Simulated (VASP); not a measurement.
Here is a VASP 6.6.1 calculation.

The input INCAR:

```
PREC     = Accurate       # precision mode
ENCUT    = 520            # plane-wave cutoff, eV
EDIFF    = 1E-6           # SCF threshold, eV
ISMEAR   = 0              # smearing method
SIGMA    = 0.05           # smearing width, eV
LREAL    = False          # projectors in reciprocal space
LASPH    = True           # aspherical terms in the spheres
NELM     = 100            # most SCF steps
ALGO     = Normal         # electronic algorithm
ISIF     = 2              # what is computed and relaxed
LWAVE    = False          # write WAVECAR
LCHARG   = True           # write CHGCAR
GGA      = PE             # functional
LELF     = True           # ELF
LVHAR    = True         
NBANDS   = 16             # bands
```

The input KPOINTS:

```
Automatic mesh
0
Gamma
  8 8 8
```

The input POSCAR:

```
AgCl
1.0
    0.0519965625      2.7731500000      2.7731500000
    2.8251465625      0.0000000000      2.8251465625
    2.7731500000      2.7731500000      0.0519965625
Ag Cl
1 1
Direct
    0.5000000000      0.5000000000      0.5000000000
    0.0000000000      0.0000000000      0.0000000000
```

Potentials or basis: VASP PAW PBE potentials, release 64 (Ag, Cl).

Run with:

```bash
$ cat potpaw_PBE.64/Ag/POTCAR potpaw_PBE.64/Cl/POTCAR > POTCAR
$ mpirun -np 1 vasp_std > vasp.out
```

(1) Predict the pressure.

(2) Predict the band gap on the k mesh.

Answers

(1) 1.5 GPa.

(2) 0.87 eV, indirect (least direct gap 3.14 eV).

Caveat: the cell differs from its parent crystal (strain +0.0375 x Voigt [0, 0, 0, 0, 1, 0]).
